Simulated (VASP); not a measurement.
# BaTiO3 in VASP: a series of runs

BaTiO3 is run at these levels: PBE+U; tasks: single point.

All numbers are computed with VASP 6.6.1; they aren't measurements. Logs are shortened: lines on timing, memory, paths and dates and some standing lists are left out, and cuts for length are marked.

**1. The cell of the first run**

Symmetry: Pm-3m, No. 221, cubic system. Conventional cell: a = 4.130 Å, b = 4.130 Å, c = 4.130 Å, α = 90.00°, β = 90.00°, γ = 90.00°. Within 3.8 Å of Ba (site symmetry m-3m) lie 12 O at 2.92 Å and 8 Ti at 3.58 Å. Ti (site symmetry m-3m) has 6 O at 2.06 Å within 2.7 Å. O (site symmetry 4/mmm) has 2 Ti at 2.06 Å within 2.7 Å.

**2. Single point, PBE+U (the cell strained)**

Input file INCAR:

```
PREC     = Accurate       # precision mode
ENCUT    = 520            # plane-wave cutoff, eV
EDIFF    = 1E-7           # SCF threshold, eV
ISMEAR   = 0              # smearing method
SIGMA    = 0.05           # smearing width, eV
LREAL    = F              # projectors in reciprocal space
LASPH    = T              # aspherical terms in the spheres
NELM     = 150            # most SCF steps
ALGO     = Normal         # electronic algorithm
ISIF     = 2              # what is computed and relaxed
LWAVE    = F              # write WAVECAR
LCHARG   = F              # write CHGCAR
LMAXMIX  = 4              # l up to which the mixer works
LDAU     = T              # DFT+U
LDAUTYPE = 2            
LDAUL    = -1 2 -1        # shell
LDAUU    = 0 4 0          # U, eV
LDAUJ    = 0 0 0        
LDAUPRINT= 1            
GGA      = PE             # functional
NBANDS   = 28             # bands
```

Input file KPOINTS:

```
regular mesh
0
Gamma
  8 8 8
```

Input file POSCAR:

```
BaTiO3
1.0
    4.1295728340      0.0000000000      0.0000000000
    0.0000000000      4.1295728340      0.0000000000
    0.0000000000      0.0000000000      4.1295728340
Ba Ti O
1 1 3
Direct
    0.5000000000      0.5000000000      0.5000000000
    0.0000000000      0.0000000000      0.0000000000
    0.5000000000      0.0000000000      0.0000000000
    0.0000000000      0.5000000000      0.0000000000
    0.0000000000      0.0000000000      0.5000000000
```

Potentials or basis: VASP PAW PBE potentials, release 64 (Ba_sv, Ti_sv, O).

Command:

```bash
$ cat potpaw_PBE.64/Ba_sv/POTCAR potpaw_PBE.64/Ti_sv/POTCAR potpaw_PBE.64/O/POTCAR > POTCAR
$ mpirun -np 1 vasp_std > vasp.out
```

OUTCAR:

```text
PREC = Accurate
   ENCUT = 520
   EDIFF = 1E-7
   ISMEAR = 0
   LREAL = F
   LASPH = T
   NELM = 150
   ISIF = 2
   GGA = PE

 ion  position               nearest neighbor table
   1  0.500  0.500  0.500-   3 2.92   4 2.92   5 2.92   3 2.92   4 2.92   3 2.92   5 2.92   3 2.92
                             4 2.92   5 2.92   4 2.92   5 2.92   2 3.58   2 3.58   2 3.58   2 3.58
   2  0.000  0.000  0.000-   3 2.06   4 2.06   5 2.06   5 2.06   4 2.06   3 2.06   1 3.58   1 3.58
                             1 3.58   1 3.58   1 3.58   1 3.58   1 3.58   1 3.58
   3  0.500  0.000  0.000-   2 2.06   2 2.06   1 2.92   1 2.92   1 2.92   1 2.92
   4  0.000  0.500  0.000-   2 2.06   2 2.06   1 2.92   1 2.92   1 2.92   1 2.92
   5  0.000  0.000  0.500-   2 2.06   2 2.06   1 2.92   1 2.92   1 2.92   1 2.92

  LATTYP: Found a simple cubic cell.
 ALAT       =     4.1295728340

  Lattice vectors:

 A1 = (   4.1295728340,   0.0000000000,   0.0000000000)
 A2 = (   0.0000000000,   4.1295728340,   0.0000000000)
 A3 = (   0.0000000000,   0.0000000000,   4.1295728340)

Analysis of symmetry for initial positions (statically):
=====================================================================
 Subroutine PRICEL returns:
 Original cell was already a primitive cell.

 Routine SETGRP: Setting up the symmetry group for a
 simple cubic supercell.

 Subroutine GETGRP returns: Found 48 space group operations
 (whereof 48 operations were pure point group operations)
 out of a pool of 48 trial point group operations.

The static configuration has the point symmetry O_h .

Analysis of symmetry for dynamics (positions and initial velocities):
=====================================================================
 Subroutine PRICEL returns:
 Original cell was already a primitive cell.

 Routine SETGRP: Setting up the symmetry group for a
 simple cubic supercell.

 Subroutine GETGRP returns: Found 48 space group operations
 (whereof 48 operations were pure point group operations)
 out of a pool of 48 trial point group operations.

The dynamic configuration has the point symmetry O_h .

 Subroutine INISYM returns: Found 48 space group operations
 (whereof 48 operations are pure point group operations),
 and found     1 'primitive' translations

----------------------------------------------------------------------------------------

                                     Primitive cell

  volume of cell :      70.4231

  direct lattice vectors                    reciprocal lattice vectors
     4.129572834  0.000000000  0.000000000     0.242155797  0.000000000  0.000000000
     0.000000000  4.129572834  0.000000000     0.000000000  0.242155797  0.000000000
     0.000000000  0.000000000  4.129572834     0.000000000  0.000000000  0.242155797

  length of vectors
     4.129572834  4.129572834  4.129572834     0.242155797  0.242155797  0.242155797

  position of ions in fractional coordinates (direct lattice)
     0.500000000  0.500000000  0.500000000
     0.000000000  0.000000000  0.000000000
     0.500000000  0.000000000  0.000000000
     0.000000000  0.500000000  0.000000000
     0.000000000  0.000000000  0.500000000

  ion indices of the primitive-cell ions
   primitive index   ion index
                 1           1
                 2           2
                 3           3
                 4           4
                 5           5

----------------------------------------------------------------------------------------

 KPOINTS: regular mesh

Automatic generation of k-mesh.
 Grid dimensions read from file:
 generate k-points for:    8    8    8

 Generating k-lattice:

  Cartesian coordinates                     Fractional coordinates (reciprocal lattice)
     0.030269475  0.000000000  0.000000000     0.125000000  0.000000000  0.000000000
     0.000000000  0.030269475  0.000000000     0.000000000  0.125000000  0.000000000
     0.000000000  0.000000000  0.030269475     0.000000000  0.000000000  0.125000000

  Length of vectors
     0.030269475  0.030269475  0.030269475

  Shift w.r.t. Gamma in fractional coordinates (k-lattice)
     0.000000000  0.000000000  0.000000000

 Subroutine IBZKPT returns following result:
 ===========================================

 Found     35 irreducible k-points:

 Following reciprocal coordinates:
            Coordinates               Weight
  0.000000  0.000000  0.000000      1.000000
  0.125000  0.000000  0.000000      6.000000
  0.250000  0.000000  0.000000      6.000000
  0.375000  0.000000  0.000000      6.000000
  0.500000  0.000000  0.000000      3.000000
  0.125000  0.125000  0.000000     12.000000
[... 16 lines left out ...]
  0.375000  0.375000  0.125000     24.000000
  0.500000  0.375000  0.125000     24.000000
 [... further k-points ...]
   k-points           NKPTS =     35   k-points in BZ     NKDIM =     35   number of bands    NBANDS=     28
   number of dos      NEDOS =    301   number of ions     NIONS =      5
   total plane-waves  NPLWV =  32768
   dimension x,y,z NGX =    32 NGY =   32 NGZ =   32
   dimension x,y,z NGXF=    64 NGYF=   64 NGZF=   64
   ions per type =               1   1   3
   NGX,Y,Z   is equivalent  to a cutoff of  12.88, 12.88, 12.88 a.u.
   NGXF,Y,Z  is equivalent  to a cutoff of  25.76, 25.76, 25.76 a.u.
 SYSTEM =  unknown system
   PREC   = accura    normal or accurate (medium, high low for compatibility)
   ISTART =      0    job   : 0-new  1-cont  2-samecut
   ICHARG =      2    charge: 1-file 2-atom 10-const
   ISPIN  =      1    spin polarized calculation?
   LNONCOLLINEAR =      F non collinear calculations
   LSORBIT =      F    spin-orbit coupling
   LASPH  =      T    aspherical Exc in radial PAW
   ENCUT  =  520.0 eV  38.22 Ry    6.18 a.u.   7.68  7.68  7.68*2*pi/ulx,y,z
   NELM   =    150;   NELMIN=  2; NELMDL= -5     # of ELM steps
   EDIFF  = 0.1E-06   stopping-criterion for ELM
   LREAL  =      F    real-space projection
   EDIFFG = 0.1E-05   stopping-criterion for IOM
   NSW    =      0    number of steps for IOM
   IBRION =     -1    ionic relax: 0-MD 1-quasi-New 2-CG
   NFREE  =      0    steps in history (QN), initial steepest desc. (CG)
   ISIF   =      2    stress and relaxation
   ISYM   =      2    0-nonsym 1-usesym 2-fastsym
   POTIM  = 0.5000    time-step for ionic-motion
   TEBEG  =    0.0;   TEEND  =   0.0 temperature during run
   PSTRESS=    0.0 pullay stress
   NELECT =      40.0000    total number of electrons
   NUPDOWN=      -1.0000    fix difference up-down
   EMIN   =  10.00;   EMAX   =-10.00  energy-range for DOS
   EFERMI =   0.00;   METHOD = LEGACY
   ISMEAR =     0;   SIGMA  =   0.05  broadening in eV -4-tet -1-fermi 0-gaus
   EFERMI_NEDOS =   21; number of points for ismear=-14 and -15
   IALGO  =     38    algorithm
   IMIX   =      4    mixing-type and parameters
     AMIX     =   0.40;   BMIX     =  1.00
     AMIX_MAG =   1.60;   BMIX_MAG =  1.00
  volume/ion in A,a.u.               =      14.08        95.05
  Fermi-wavevector in a.u.,A,eV,Ry     =   1.355781  2.562056 25.009460  1.838143
  Thomas-Fermi vector in A             =   2.482840
   LORBIT       =      0    0 simple, 1 ext, 2 COOP (PROOUT), +10 PAW based schemes
 LDA+U is selected, type is set to LDAUTYPE =  2
   angular momentum for each species LDAUL =    -1    2   -1
   U (eV)           for each species LDAUU =   0.0  4.0  0.0
   J (eV)           for each species LDAUJ =   0.0  0.0  0.0
   GGA     = PE    functional components
   LHFCALC =     F    Hartree Fock is set to
   AEXX    =    0.0000 exact exchange contribution
   IVDW    =     0    specifies the selected vdW correction
   LEPSILON=     F    determine dielectric tensor
   LRPA    =     F    only Hartree local field effects (RPA)
 non-spin polarized calculation
 Gauss-broadening in eV      SIGMA  =   0.05
  energy-cutoff  :      520.00
  volume of cell :       70.42
 maximum number of plane-waves:      1924
 NGX is ok and might be reduce to    32
   NGX = 15   NGY = 15   NGZ = 15

atom =   2  type =  2  l = 2

 onsite density matrix

spin component  1

  0.1003  0.0000  0.0000 -0.0000 -0.0000
  0.0000  0.1003  0.0000  0.0000  0.0000
  0.0000  0.0000  0.2206 -0.0000  0.0000
 -0.0000  0.0000 -0.0000  0.1003 -0.0000
 -0.0000  0.0000  0.0000 -0.0000  0.2206

spin component  2

  0.1003  0.0000  0.0000 -0.0000 -0.0000
  0.0000  0.1003  0.0000  0.0000  0.0000
  0.0000  0.0000  0.2206 -0.0000  0.0000
 -0.0000  0.0000 -0.0000  0.1003 -0.0000
 -0.0000  0.0000  0.0000 -0.0000  0.2206

 occupancies and eigenvectors

  o =  0.1003  v =  0.0000  0.9156 -0.0000 -0.4022 -0.0000  0.0000  0.0000  0.0000  0.0000  0.0000      0.0000  0.0000  0.0000  0.0000  0.0000  0.0000  0.0000  0.0000  0.0000  0.0000
  o =  0.1003  v =  0.0000  0.4022 -0.0000  0.9156 -0.0000  0.0000  0.0000  0.0000  0.0000  0.0000      0.0000  0.0000  0.0000  0.0000  0.0000  0.0000  0.0000  0.0000  0.0000  0.0000
  o =  0.1003  v =  0.0000  0.0000  0.0000  0.0000  0.0000  0.0000  0.9156 -0.0000 -0.4022 -0.0000      0.0000  0.0000  0.0000  0.0000  0.0000  0.0000  0.0000  0.0000  0.0000  0.0000
  o =  0.1003  v =  0.0000  0.0000  0.0000  0.0000  0.0000  0.0000  0.4022 -0.0000  0.9156 -0.0000      0.0000  0.0000  0.0000  0.0000  0.0000  0.0000  0.0000  0.0000  0.0000  0.0000
  o =  0.1003  v =  0.0000  0.0000  0.0000  0.0000  0.0000  1.0000  0.0000  0.0000  0.0000  0.0000      0.0000  0.0000  0.0000  0.0000  0.0000  0.0000  0.0000  0.0000  0.0000  0.0000
  o =  0.1003  v =  1.0000  0.0000  0.0000  0.0000  0.0000  0.0000  0.0000  0.0000  0.0000  0.0000      0.0000  0.0000  0.0000  0.0000  0.0000  0.0000  0.0000  0.0000  0.0000  0.0000
  o =  0.2206  v =  0.0000  0.0000  0.0000  0.0000  0.0000  0.0000  0.0000 -0.0016  0.0000  1.0000      0.0000  0.0000  0.0000  0.0000  0.0000  0.0000  0.0000  0.0000  0.0000  0.0000
  o =  0.2206  v =  0.0000  0.0000 -0.0016  0.0000  1.0000  0.0000  0.0000  0.0000  0.0000  0.0000      0.0000  0.0000  0.0000  0.0000  0.0000  0.0000  0.0000  0.0000  0.0000  0.0000
  o =  0.2206  v =  0.0000  0.0000  0.0000  0.0000  0.0000  0.0000  0.0000  1.0000  0.0000  0.0016      0.0000  0.0000  0.0000  0.0000  0.0000  0.0000  0.0000  0.0000  0.0000  0.0000
  o =  0.2206  v =  0.0000  0.0000  1.0000  0.0000  0.0016  0.0000  0.0000  0.0000  0.0000  0.0000      0.0000  0.0000  0.0000  0.0000  0.0000  0.0000  0.0000  0.0000  0.0000  0.0000

 number of electron      40.0000024 magnetization

 Free energy of the ion-electron system (eV)
  ---------------------------------------------------
  ext. energy  EPLUGINS =         0.00000000
  ---------------------------------------------------
  free energy    TOTEN  =       -37.26367985 eV

  energy without entropy =      -37.26367985  energy(sigma->0) =      -37.26367985

 E-fermi :   3.5314     XC(G=0): -10.7824

 val. band max:        3.2783060090   @ k =   0.5000   0.5000   0.5000
 cond. band min:       5.2690665985   @ k =   0.0000   0.0000   0.0000
 fundamental gap:      1.9907605895
 Fermi energy:         3.5314426825

 k-point     1 :       0.0000    0.0000    0.0000
  band No.  band energies     occupation
      1     -54.9001      2.00000
      2     -31.0171      2.00000
      3     -31.0171      2.00000
      4     -31.0171      2.00000
      5     -21.7869      2.00000
      6     -13.4430      2.00000
[... 20 lines left out ...]
     27       8.1956      0.00000
     28       9.5955      0.00000

 k-point     2 :       0.1250    0.0000    0.0000
  band No.  band energies     occupation
      1     -54.9000      2.00000
      2     -31.0211      2.00000
      3     -31.0169      2.00000
      4     -31.0169      2.00000
      5     -21.7766      2.00000
      6     -13.4391      2.00000
[... 674 lines left out ...]
 k-point    24 :       0.5000    0.3750    0.1250
  band No.  band energies     occupation
      1     -54.8991      2.00000
      2     -31.0428      2.00000
      3     -31.0387      2.00000
      4     -31.0191      2.00000
      5     -21.6661      2.00000
      6     -13.0734      2.00000
[... 20 lines left out ...]
     27      10.9800      0.00000
     28      11.6480      0.00000

 [... further k-points ...]

------------------------ aborting loop because EDIFF is reached ----------------------------------------

  FORCE on cell =-STRESS in cart. coord.  units (eV):
  Direction    XX          YY          ZZ          XY          YZ          ZX
  --------------------------------------------------------------------------------------
  -------------------------------------------------------------------------------------
  Total       -3.3067989     -3.3067989     -3.3067989     -0.0000000      0.0000000      0.0000000
  in kB      -75.2320640    -75.2320640    -75.2320640     -0.0000000      0.0000000      0.0000000
  external PRESSURE =     -75.2320640 kB  Pullay stress =       0.0000000 kB

 VOLUME and BASIS-vectors are now :
 -----------------------------------------------------------------------------
  energy-cutoff  :      520.00
  volume of cell :       70.42
      direct lattice vectors                 reciprocal lattice vectors
     4.129572834  0.000000000  0.000000000     0.242155797  0.000000000  0.000000000
     0.000000000  4.129572834  0.000000000     0.000000000  0.242155797  0.000000000
     0.000000000  0.000000000  4.129572834     0.000000000  0.000000000  0.242155797

 POSITION                                       TOTAL-FORCE (eV/Angst)
 -----------------------------------------------------------------------------------
      2.06479      2.06479      2.06479         0.000000      0.000000      0.000000
      0.00000      0.00000      0.00000         0.000000      0.000000      0.000000
      2.06479      0.00000      0.00000         0.000000      0.000000      0.000000
      0.00000      2.06479      0.00000         0.000000      0.000000      0.000000
      0.00000      0.00000      2.06479         0.000000      0.000000      0.000000
 -----------------------------------------------------------------------------------
    total drift:                                0.000000      0.000000     -0.000000

  FREE ENERGIE OF THE ION-ELECTRON SYSTEM (eV)
  ---------------------------------------------------
  free  energy   TOTEN  =       -37.2636798518 eV

  energy  without entropy=      -37.2636798518  energy(sigma->0) =      -37.26367985
```

Run time: 57 s. Hardware: 1 thread of Intel Xeon Platinum 8488C (Sapphire Rapids), shared host; peak memory 0.22 GiB.

What came out:

```
Free energy            : -37.2637 eV
Pressure               : -7.5 GPa
Band gap on the k mesh : 1.99 eV (least direct gap 2.25 eV)
```

Eigenvalues of the final occupation matrices:
| site | spin | trace | eigenvalues |
| --- | --- | --- | --- |
| site 2 d | 1 | 0.74 | 0.10 0.10 0.10 0.22 0.22 |
| site 2 d | 2 | 0.74 | 0.10 0.10 0.10 0.22 0.22 |

Caveat: the cell differs from its parent crystal (the cell strained); the cell stands under tension; spin-orbit coupling is left out, which moves the levels of the heavy elements. A k mesh can miss the band edges.

(Part 1 of 2 ends here.)
